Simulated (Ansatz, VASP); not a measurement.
## One calculation of MgZn5S6, two programs

```
CELL_PARAMETERS angstrom
6.71944 0.00000 0.00000
-3.35972 5.81921 0.00000
0.00000 0.00000 6.34145
ATOMIC_POSITIONS crystal
Mg 0.00000 0.00000 0.50389
Zn 0.33680 0.33680 0.00522
Zn 0.00000 0.66320 0.00522
Zn 0.66320 0.00000 0.00522
Zn 0.66667 0.33333 0.50478
Zn 0.33333 0.66667 0.50478
S 0.34431 0.34431 0.37728
S 0.00000 0.65569 0.37728
S 0.65569 0.00000 0.37728
S 0.66667 0.33333 0.87816
S 0.33333 0.66667 0.87816
S 0.00000 0.00000 0.89271
```

Alike in both runs: task single point; functional PBE; k mesh 6 × 6 × 4; occupations gaussian, width 0.02 eV; no spin polarisation.

```csv
,VASP,Ansatz
version,VASP 6.6.1,Ansatz 0.2.0
potentials or method,"VASP PAW PBE potentials, release 64 (Mg, Zn, S), cutoff 520 eV","scalar-relativistic, plane waves, PAW"
valence electrons in the cell,98,106
```

|  | VASP | Ansatz | Ansatz less VASP |
| --- | --- | --- | --- |
| gap on the k mesh at the Fermi level (eV) | 2.25 | 2.25 | -0.002 |
| least direct gap on the mesh (eV) | 2.25 | 2.25 | -0.002 |

With one functional, cell and mesh, what is left measures potentials, basis and numerics. VASP's potentials hold 98 valence electrons a cell and Ansatz's 106, so a difference there can come from the potentials and not from the codes.
